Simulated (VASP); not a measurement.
Runs of VASP 6.6.1 on InAs. The structure is that of space group F-43m (No. 216), or close to it. The cells are those of the table. 

```csv
level,cell,k mesh,gap on the mesh (eV),pressure (GPa)
r2SCAN,"a = 4.356 Å, angles 60.0°, 2 atoms",10 × 10 × 10,none,-1.4
PBE,"a = 4.376 Å, angles 60.0°, 2 atoms",6 × 6 × 6,none,(b)
PBE,"a = 4.310 Å, angles 60.0°, 2 atoms",6 × 6 × 6,none,(a)
PBE,"a = 4.334 Å, angles 60.0°, 2 atoms",6 × 6 × 6,none,1.6
r2SCAN,"a = 4.320 Å, angles 60.0°, 2 atoms",10 × 10 × 10,0.08,0.0
r2SCAN,"a = 4.376 Å, angles 60.0°, 2 atoms",10 × 10 × 10,none,-2.0
```

Alike in all rows: potentials or basis VASP PAW PBE potentials, release 64 (In_d, As); no spin polarisation; cutoff (eV) 520.

Estimate the missing entries.

(a) 2.5; (b) 0.1.

Caveats: spin-orbit coupling is left out, which moves the levels of the heavy elements; semilocal functionals underestimate gaps, so a narrow gap can read as zero (at least some runs); the PAW data sets were made with another functional, which shifts forces and pressure a little (at least some runs).

A k mesh can miss the band edges, and the runs leave out spin-orbit coupling on As, In.

A gap of «none» marks levels without a gap at the run's occupations.
